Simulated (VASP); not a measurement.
# Zn (P6_3/mmc) in VASP: notebook, part 2 of 3

VASP 6.6.1.

## Step 3: Electric field gradients, PBEsol (volume scaled by 0.96)

INCAR reads:

```
ALGO = Normal
EDIFF = 1E-8
ENCUT = 520
GGA = PS
ISIF = 2
ISMEAR = -1
LASPH = True
LCHARG = False
LEFG = True
LREAL = False
LWAVE = False
NBANDS = 19
NELM = 60
PREC = Accurate
SIGMA = 0.03
```

KPOINTS reads:

```
k-points
0
Gamma
  16 16 8
```

POSCAR reads:

```
Zn
1.0
    2.6287828538      0.0000000000      0.0000000000
   -1.3143914269      2.2765927324      0.0000000000
    0.0000000000      0.0000000000      4.8798445072
Zn
2
Direct
    0.3333333333      0.6666666667      0.2500000000
    0.6666666667      0.3333333333      0.7500000000
```

Potentials or basis: VASP PAW PBE potentials, release 64 (Zn).

Launch:

```bash
$ cat potpaw_PBE.64/Zn/POTCAR > POTCAR
$ mpirun -np 1 vasp_std > vasp.out
```

OUTCAR:

```text
EDIFF = 1E-8
   ENCUT = 520
   GGA = PS
   ISIF = 2
   ISMEAR = -1
   LASPH = True
   LREAL = False
   NELM = 60
   PREC = Accurate

 ion  position               nearest neighbor table
   1  0.333  0.667  0.250-   2 2.87   2 2.87   2 2.87   2 2.87   2 2.87   2 2.87
   2  0.667  0.333  0.750-   1 2.87   1 2.87   1 2.87   1 2.87   1 2.87   1 2.87

  LATTYP: Found a hexagonal cell.
 ALAT       =     2.6287828538
 C/A-ratio  =     1.8563132745

  Lattice vectors:

 A1 = (   2.6287828538,   0.0000000000,   0.0000000000)
 A2 = (  -1.3143914269,   2.2765927324,   0.0000000000)
 A3 = (   0.0000000000,   0.0000000000,   4.8798445072)

Analysis of symmetry for initial positions (statically):
=====================================================================
 Subroutine PRICEL returns:
 Original cell was already a primitive cell.

 Routine SETGRP: Setting up the symmetry group for a
 hexagonal supercell.

 Subroutine GETGRP returns: Found 24 space group operations
 (whereof 12 operations were pure point group operations)
 out of a pool of 24 trial point group operations.

The static configuration has the point symmetry D_3d.
 The point group associated with its full space group is D_6h.

Analysis of symmetry for dynamics (positions and initial velocities):
=====================================================================
 Subroutine PRICEL returns:
 Original cell was already a primitive cell.

 Routine SETGRP: Setting up the symmetry group for a
 hexagonal supercell.

 Subroutine GETGRP returns: Found 24 space group operations
 (whereof 12 operations were pure point group operations)
 out of a pool of 24 trial point group operations.

The dynamic configuration has the point symmetry D_3d.
 The point group associated with its full space group is D_6h.

 Subroutine INISYM returns: Found 24 space group operations
 (whereof 12 operations are pure point group operations),
 and found     1 'primitive' translations

----------------------------------------------------------------------------------------

                                     Primitive cell

  volume of cell :      29.2042

  direct lattice vectors                    reciprocal lattice vectors
     2.628782854  0.000000000  0.000000000     0.380404185  0.219626459  0.000000000
    -1.314391427  2.276592732  0.000000000     0.000000000  0.439252918  0.000000000
     0.000000000  0.000000000  4.879844507     0.000000000  0.000000000  0.204924562

  length of vectors
     2.628782854  2.628782854  4.879844507     0.439252918  0.439252918  0.204924562

  position of ions in fractional coordinates (direct lattice)
     0.333333333  0.666666667  0.250000000
     0.666666667  0.333333333  0.750000000

  ion indices of the primitive-cell ions
   primitive index   ion index
                 1           1
                 2           2

----------------------------------------------------------------------------------------

[... 74 lines left out ...]
   NFREE  =      0    steps in history (QN), initial steepest desc. (CG)
   ISIF   =      2    stress and relaxation
   ISYM   =      2    0-nonsym 1-usesym 2-fastsym
   POTIM  = 0.5000    time-step for ionic-motion
   TEBEG  =    0.0;   TEEND  =   0.0 temperature during run
   PSTRESS=    0.0 pullay stress
   NELECT =      24.0000    total number of electrons
   NUPDOWN=      -1.0000    fix difference up-down
   EMIN   =  10.00;   EMAX   =-10.00  energy-range for DOS
   EFERMI =   0.00;   METHOD = LEGACY
   ISMEAR =    -1;   SIGMA  =   0.03  broadening in eV -4-tet -1-fermi 0-gaus
   EFERMI_NEDOS =   21; number of points for ismear=-14 and -15
   IALGO  =     38    algorithm
   IMIX   =      4    mixing-type and parameters
     AMIX     =   0.40;   BMIX     =  1.00
     AMIX_MAG =   1.60;   BMIX_MAG =  1.00
  volume/ion in A,a.u.               =      14.60        98.54
  Fermi-wavevector in a.u.,A,eV,Ry     =   1.533427  2.897758 31.992735  2.351400
  Thomas-Fermi vector in A             =   2.640496
   LORBIT       =      0    0 simple, 1 ext, 2 COOP (PROOUT), +10 PAW based schemes
   GGA     = PS    functional components
   LHFCALC =     F    Hartree Fock is set to
   AEXX    =    0.0000 exact exchange contribution
   IVDW    =     0    specifies the selected vdW correction
   LEPSILON=     F    determine dielectric tensor
   LRPA    =     F    only Hartree local field effects (RPA)
 non-spin polarized calculation
  energy-cutoff  :      520.00
  volume of cell :       29.20
 maximum number of plane-waves:       801
 NGX is ok and might be reduce to    20
   NGX =  9   NGY =  9   NGZ = 19

 number of electron      24.0000032 magnetization

 Free energy of the ion-electron system (eV)
  ---------------------------------------------------
  ext. energy  EPLUGINS =         0.00000000
  ---------------------------------------------------
  free energy    TOTEN  =        -3.17857337 eV

  energy without entropy =       -3.17825461  energy(sigma->0) =       -3.17841399

 E-fermi :   3.2796     XC(G=0): -11.9164

 val. band max:        3.1659838511   @ k =   0.3750   0.2500   0.5000
 cond. band min:       3.3145992298   @ k =   0.3750   0.0625   0.0000
 fundamental gap:      0.1486153787
 Fermi energy:         3.2795806032

 k-point     1 :       0.0000    0.0000    0.0000
  band No.  band energies     occupation
      1      -7.5130      2.00000
      2      -5.5475      2.00000
      3      -4.7753      2.00000
      4      -4.5265      2.00000
      5      -4.5265      2.00000
      6      -4.4718      2.00000
[... 505 lines left out ...]
      6      -4.4853      2.00000
[... 11 lines left out ...]
     18      14.6684      0.00000
     19      15.9307      0.00000

 [... further k-points ...]

------------------------ aborting loop because EDIFF is reached ----------------------------------------

  FORCE on cell =-STRESS in cart. coord.  units (eV):
  Direction    XX          YY          ZZ          XY          YZ          ZX
  --------------------------------------------------------------------------------------
  -------------------------------------------------------------------------------------
  Total       -0.3455024     -0.3455024     -0.4955075      0.0000000     -0.0000000      0.0000000
  in kB      -18.9546405    -18.9546405    -27.1840866      0.0000000     -0.0000000      0.0000000
  external PRESSURE =     -21.6977892 kB  Pullay stress =       0.0000000 kB

 VOLUME and BASIS-vectors are now :
 -----------------------------------------------------------------------------
  energy-cutoff  :      520.00
  volume of cell :       29.20
      direct lattice vectors                 reciprocal lattice vectors
     2.628782854  0.000000000  0.000000000     0.380404185  0.219626459  0.000000000
    -1.314391427  2.276592732  0.000000000     0.000000000  0.439252918  0.000000000
     0.000000000  0.000000000  4.879844507     0.000000000  0.000000000  0.204924562

 POSITION                                       TOTAL-FORCE (eV/Angst)
 -----------------------------------------------------------------------------------
     -0.00000      1.51773      1.21996        -0.000000      0.000000      0.000000
      1.31439      0.75886      3.65988         0.000000      0.000000      0.000000
 -----------------------------------------------------------------------------------
    total drift:                               -0.000000      0.000000      0.000000

  FREE ENERGIE OF THE ION-ELECTRON SYSTEM (eV)
  ---------------------------------------------------
  free  energy   TOTEN  =        -3.1785733747 eV

  energy  without entropy=       -3.1782546075  energy(sigma->0) =       -3.17841399

 Electric field gradients (V/A^2)
---------------------------------------------------------------------
 ion       V_xx      V_yy      V_zz      V_xy      V_xz      V_yz
---------------------------------------------------------------------
   1     -20.206   -20.205    40.411     0.002     0.000    -0.000
   2     -20.206   -20.205    40.411     0.002    -0.000     0.000
---------------------------------------------------------------------

 Electric field gradients after diagonalization (V/A^2)
 (convention: |V_zz| > |V_xx| > |V_yy|)
----------------------------------------------------------------------
 ion       V_xx      V_yy      V_zz     asymmetry (V_yy - V_xx)/ V_zz
----------------------------------------------------------------------
   1     -20.207   -20.204    40.411       0.000
   2     -20.207   -20.204    40.411       0.000
----------------------------------------------------------------------

           NMR quadrupolar parameters

 Cq : quadrupolar parameter    Cq=e*Q*V_zz/h
 eta: asymmetry parameters     (V_yy - V_xx)/ V_zz
 Q  : nuclear electric quadrupole moment in mb (millibarn)
----------------------------------------------------------------------
 ion       Cq(MHz)       eta       Q (mb)
----------------------------------------------------------------------
   1       0.098       0.000       1.000
   2       0.098       0.000       1.000
----------------------------------------------------------------------
```

stdout:

```text
POSCAR found type information on POSCAR Zn
 POSCAR found :  1 types and       2 ions
 scaLAPACK will be used
 -----------------------------------------------------------------------------
|                                                                             |
|                                                                             |
|     You enforced a specific xc type in the INCAR file but a different       |
|     I HOPE YOU KNOW WHAT YOU ARE DOING!                                     |
|                                                                             |
 -----------------------------------------------------------------------------

 LDA part: xc-table for (Slater+PW92), standard interpolation
 POSCAR, INCAR and KPOINTS ok, starting setup
 FFT: planning ... GRIDC
 FFT: planning ... GRID_SOFT
 FFT: planning ... GRID
 WAVECAR not read
 entering main loop
ion   1

ion   2
```

Run time: 76 s. Hardware: 1 thread of Intel Xeon Platinum 8375C at 2.90GHz (Ice Lake), shared host; peak memory 0.18 GiB.

What came out:

```
Free energy            : -3.1786 eV
Pressure               : -2.2 GPa
Band gap on the k mesh : zero (band 12 reaches 4.54 eV, above the bottom of band 13 at 0.23 eV)
```

Levels at points of the mesh, in eV from the Fermi level:
```tsv
k point	band 10	band 11	band 12	band 13	band 14	band 15
(0.00, 0.00, 0.00)	-7.17	-7.17	-3.90	-3.05	13.93	17.62
(0.50, 0.00, 0.00)	-6.96	-3.03	-2.24	2.66	3.52	4.28
(0.00, 0.00, 0.50)	-7.26	-7.26	-7.26	4.66	4.66	19.23
(0.50, 0.00, 0.50)	-6.97	-2.05	-2.05	0.16	0.16	10.34
```

Electric field gradients, principal values (V/Å²):
```csv
atom,least,middle,greatest (by size)
1 Zn,-20.204,-20.207,40.411
2 Zn,-20.204,-20.207,40.411
```

Caveat: without QUAD_EFG the Cq values of the log hold for a quadrupole moment of 1 mb, not for the nuclei; the PAW data sets were made with another functional, which shifts forces and pressure a little.

(Continued in part 3 of 3.)
